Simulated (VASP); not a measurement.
# NiW7S16 (a cell with a defect) in VASP: a series of runs, part 2 of 2

VASP 6.6.1. Earlier steps stand in the parts before.

## 5. Single point, PBEsol+U, collinear spin, ferromagnetic start

File INCAR:

```
PREC     = Accurate       # precision mode
ENCUT    = 350            # plane-wave cutoff, eV
EDIFF    = 1E-5           # SCF threshold, eV
ISMEAR   = 0              # smearing method
SIGMA    = 0.03           # smearing width, eV
LREAL    = Auto         
LASPH    = T              # aspherical terms in the spheres
NELM     = 120            # most SCF steps
ALGO     = Normal         # electronic algorithm
ISIF     = 2              # what is computed and relaxed
LWAVE    = F              # write WAVECAR
LCHARG   = F              # write CHGCAR
ISPIN    = 2              # spin polarisation
MAGMOM   = 4 0 0 0 0 0 0 0 0 0 0 0 0 0 0 0 0 0 0 0 0 0 0 0 # initial moments
LORBIT   = 11             # projections on sites
NUPDOWN  = 4              # fixed moment
LMAXMIX  = 4              # l up to which the mixer works
LDAU     = T              # DFT+U
LDAUTYPE = 2            
LDAUL    = 2 -1 -1        # shell
LDAUU    = 5 0 0          # U, eV
LDAUJ    = 0 0 0        
LDAUPRINT= 1            
GGA      = PS             # functional
ISYM     = 0            
KPAR     = 4
```

File KPOINTS:

```
Automatic mesh
0
Gamma
  3 3 2
```

File POSCAR:

```
NiW7S16                                 
1.0
    6.3064000000      0.0000000000      0.0000000000
   -3.1532000000      5.4615026064      0.0000000000
    0.0000000000      0.0000000000     12.3230000000
  Ni              W               S             
     1     7    16
Direct
     0.2447438283285442    0.3701069694036937    0.2705297780254624
     0.1565471746507480    0.8299628204729782    0.2486667267556939
     0.6647987616639327    0.3307005473818924    0.2456303745127076
     0.6638899936053463    0.8375101003240603    0.2451509068378179
     0.3319942620185986    0.1666918586236412    0.7492220522574804
     0.3319198792350510    0.6662157970687760    0.7492222658594027
     0.8318057625278061    0.1663970649556968    0.7496646237081126
     0.8318985173940266    0.6664601287191970    0.7494243104988026
     0.1648659995052557    0.3329007369573956    0.6223110640121976
     0.1651516364567238    0.8330639251428494    0.6225140928273433
     0.6658903389900516    0.3331989753147603    0.6224651384598835
     0.6657490073505556    0.8336492954535875    0.6224332877155394
     0.3049514401799407    0.1725844323911896    0.1350134396756923
     0.3009918622765499    0.6293102032398395    0.1362150842256737
     0.7786569219207016    0.1404870531860575    0.1088252164632955
     0.8222992816152324    0.6630447768036991    0.1198772762241386
     0.1652736162178018    0.3330976543042639    0.8762875993924016
     0.1657799510393163    0.8333709271317973    0.8765261589026847
     0.6648126042216852    0.3333129100013841    0.8763884322926485
     0.6647098038595930    0.8324756791080302    0.8764117591909575
     0.3519417271590280    0.1649392001390468    0.3787824827751611
     0.3496504245874413    0.6847716259132085    0.3779309909488305
     0.8798161532273068    0.1910460252513059    0.3575110607169192
     0.8291670519687570    0.6667782927116473    0.3736668777211449
```

Potentials or basis: VASP PAW PBE potentials, release 64 (Ni, W_sv, S).

Launch:

```
cat potpaw_PBE.64/Ni/POTCAR potpaw_PBE.64/W_sv/POTCAR potpaw_PBE.64/S/POTCAR > POTCAR
mpirun -np 4 vasp_std > vasp.out
```

OUTCAR:

```text
PREC = Accurate
   ENCUT = 350
   EDIFF = 1E-5
   ISMEAR = 0
   LREAL = Auto
   LASPH = T
   NELM = 120
   ISIF = 2
   ISPIN = 2
   LORBIT = 11
   NUPDOWN = 4
   GGA = PS
   ISYM = 0

 ion  position               nearest neighbor table
   1  0.245  0.370  0.271-  21 2.19  22 2.19  14 2.23  13 2.23  23 2.26   3 2.80   4 2.83   2 3.18
                             2 3.23
   2  0.157  0.830  0.249-  13 2.34  14 2.35  24 2.36  16 2.42  21 2.44  22 2.44   3 3.13   4 3.13
                             4 3.18   1 3.18   3 3.18   1 3.23
   3  0.665  0.331  0.246-  21 2.37  15 2.38  16 2.39  23 2.39  13 2.40  24 2.42   1 2.80   4 3.11
                             2 3.13   2 3.18   4 3.20
   4  0.664  0.838  0.245-  15 2.37  22 2.37  16 2.39  23 2.39  14 2.40  24 2.42   1 2.83   3 3.11
                             2 3.13   2 3.18   3 3.20
   5  0.332  0.167  0.749-  10 2.40  19 2.40   9 2.40  17 2.40  11 2.40  18 2.40   6 3.15   8 3.15
                             7 3.15   7 3.15   8 3.15   6 3.16
   6  0.332  0.666  0.749-  10 2.40   9 2.40  20 2.40  17 2.40  12 2.40  18 2.40   5 3.15   8 3.15
                             7 3.15   7 3.15   8 3.15   5 3.16
   7  0.832  0.166  0.750-  17 2.40  11 2.40  12 2.40  19 2.40  20 2.40   9 2.40   5 3.15   6 3.15
                             8 3.15   8 3.15   6 3.15   5 3.15
   8  0.832  0.666  0.749-  19 2.40  10 2.40  20 2.40  11 2.40  12 2.40  18 2.40   5 3.15   6 3.15
[... 2598 lines left out ...]
     6.306400000  0.000000000  0.000000000     0.158569073  0.091549897  0.000000000
    -3.153200000  5.461502606  0.000000000     0.000000000  0.183099794  0.000000000
     0.000000000  0.000000000 12.323000000     0.000000000  0.000000000  0.081149071

 POSITION                                       TOTAL-FORCE (eV/Angst)
 -----------------------------------------------------------------------------------
      0.37643      2.02134      3.33374        -0.391643     -0.164980     -0.060599
     -1.62979      4.53284      3.06432         0.458060      0.171746      0.412938
      3.14972      1.80612      3.02690        -0.099195     -0.070450      0.153630
      1.54592      4.57406      3.02099        -0.083976     -0.226436      0.201797
      1.56808      0.91039      9.23266         0.000853     -0.030646      0.023619
     -0.00749      3.63854      9.23267        -0.023441      0.020473      0.022960
[... 16 lines left out ...]
      4.94607      1.04340      4.40561        -0.357149     -0.192561      0.130638
      3.12657      3.64161      4.60470         0.053523      0.032223     -0.039482
 -----------------------------------------------------------------------------------
    total drift:                               -0.004469      0.002232      0.010016

  FREE ENERGIE OF THE ION-ELECTRON SYSTEM (eV)
  ---------------------------------------------------
  free  energy   TOTEN  =      -186.4067552613 eV

  energy  without entropy=     -186.4020905165  energy(sigma->0) =     -186.40442289

 total charge

# of ion       s       p       d       tot
------------------------------------------
    1        0.462   0.636   8.590   9.688
    2        2.343   6.334   3.401  12.078
    3        2.338   6.344   3.403  12.085
    4        2.339   6.343   3.403  12.085
    5        2.326   6.338   3.412  12.076
    6        2.326   6.338   3.412  12.076
[... 16 lines left out ...]
   23        1.355   2.329   0.000   3.684
   24        1.356   2.335   0.000   3.691
--------------------------------------------------
tot         38.487  82.351  32.445 153.283

 magnetization (x)

# of ion       s       p       d       tot
------------------------------------------
    1        0.016   0.030   0.931   0.977
    2        0.010   0.018   0.394   0.422
    3        0.006   0.013   0.325   0.345
    4        0.007   0.013   0.323   0.342
    5        0.001   0.000   0.026   0.028
    6        0.001   0.000   0.027   0.028
[... 16 lines left out ...]
   23        0.009   0.102   0.000   0.112
   24        0.001   0.025   0.000   0.026
--------------------------------------------------
tot          0.096   0.886   2.088   3.070
```

Wall time 7 min (4 MPI ranks of AMD EPYC 9R45 (Zen 5), shared host); peak memory 0.66 GiB.

Results:

* Free energy: -186.4068 eV
* Pressure: 1.5 GPa
* Largest force: 0.927 eV/Å
* Net moment: 4.00 μB per cell
* Site moments: Ni +0.98; W +0.42, +0.34, +0.03, +0.04 (each value once); S +0.01, +0.00, +0.11, +0.10, +0.28, +0.02, +0.08, +0.09, +0.03 (each value once) μB
* Valence electrons inside the program's atomic spheres: Ni 9.69; W 12.08, 12.09 (each value once); S 3.70, 3.69, 3.65, 3.68 (each value once)

Forces in eV/Å, atoms in the order of the input:
```
Ni  -0.392 -0.165 -0.061
W    0.458  0.172  0.413
W   -0.099 -0.070  0.154
W   -0.084 -0.226  0.202
W    0.001 -0.031  0.024
W   -0.023  0.020  0.023
W    0.006  0.000  0.006
W    0.036  0.028  0.008
S    0.006  0.002 -0.006
S   -0.002 -0.002 -0.023
S   -0.011  0.000 -0.020
S   -0.002 -0.008 -0.014
S    0.276 -0.368 -0.769
S   -0.188  0.499 -0.758
S    0.370  0.257 -0.211
S    0.215  0.124 -0.014
S    0.004  0.002  0.009
S   -0.001 -0.001 -0.009
S    0.000 -0.021 -0.009
S   -0.016  0.011 -0.012
S    0.116 -0.455  0.483
S   -0.367  0.393  0.491
S   -0.357 -0.193  0.131
S    0.054  0.032 -0.039
```

Stress tensor (GPa, compression positive):
```
 1.34 -0.11 -0.58
-0.11  1.36 -0.34
-0.58 -0.34  1.76
```

Eigenvalues of the final occupation matrices:
```csv
site,spin,trace,eigenvalues
site 1 d,1,4.78,0.93 0.95 0.96 0.97 0.97
site 1 d,2,3.85,0.52 0.60 0.89 0.90 0.94
```

Caveat: the k points lie up to 0.38 Å⁻¹ apart; the PAW data sets were made with another functional, which shifts forces and pressure a little; spin-orbit coupling is left out, which moves the levels of the heavy elements; the total moment is fixed, so each spin has its own Fermi level. The state reached can hang on the start; a lower one may exist.

## 6. The runs side by side

```tsv
spin	U	fixed moment (μB)	k mesh	pressure (GPa)	moment (μB)	largest force (eV/Å)
collinear, zero start	Ni d U = 5 eV	-	3 × 3 × 2	0.6	0.10	0.07
collinear, zero start	Ni d U = 7 eV	0	3 × 3 × 2	0.3	0.00	0.21
collinear, zero start	Ni d U = 5 eV	0	4 × 4 × 2	0.6	0.00	0.15
collinear, ferromagnetic start	Ni d U = 5 eV	4	3 × 3 × 2	1.5	4.00	0.93
```

Alike in all rows: task single point; level PBEsol+U; potentials or basis VASP PAW PBE potentials, release 64 (Ni, W_sv, S); cell as given; cutoff (eV) 350; smearing gaussian 0.03 eV.

Caveats: some runs use coarse meshes; the PAW data sets were made with another functional, which shifts forces and pressure a little; spin-orbit coupling is left out, which moves the levels of the heavy elements; the total moment is fixed, so each spin has its own Fermi level (at least some runs).

Total energies depend on the potentials used, so only differences within one code and one set of settings carry meaning.
